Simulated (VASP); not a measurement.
**TiCo: single point with PBE**

The system is TiCo.

```
Co Ti
1.0
     2.98611    0.00000    0.00000
     0.00000    2.98611    0.00000
     0.00000    0.00000    2.98611
Co Ti
1 1
Direct
  0.50000 0.50000 0.50000
  0.00000 0.00000 0.00000
```

```json
{
 "Program": "VASP 6.6.1",
 "Task": "single point",
 "Functional": "PBE",
 "Potentials or basis": "VASP PAW PBE potentials, release 64 (Co, Ti_sv)",
 "Cutoff": "520 eV",
 "k mesh": "9 × 9 × 9",
 "Occupations": "gaussian, width 0.028 eV",
 "Spin": "collinear spin, ferromagnetic start",
 "Starting moments": "[2.0, 1.0] μB"
}
```

- Pressure: -0.8 GPa
- Net moment: 0.83 μB per cell
- Site moments: Co +0.92; Ti -0.03 μB
- Valence electrons inside the program's atomic spheres: Co 8.29; Ti 10.29

Levels at points of the mesh, in eV from the Fermi level:
Spin up:
```tsv
k point	band 7	band 8	band 9	band 10	band 11	band 12	band 13	band 14	band 15	band 16
(0.00, 0.00, 0.00)	-4.20	-1.90	-1.90	-1.90	0.46	0.46	2.64	2.64	2.64	8.89
```
Spin down:
| k point | band 7 | band 8 | band 9 | band 10 | band 11 | band 12 | band 13 | band 14 |
| --- | --- | --- | --- | --- | --- | --- | --- | --- |
| (0.00, 0.00, 0.00) | -3.55 | -1.37 | -1.37 | -1.37 | 0.99 | 0.99 | 2.74 | 2.74 |

It took 68 s on 1 thread of Intel Xeon 8259CL, on a shared host, peak memory 0.17 GiB.
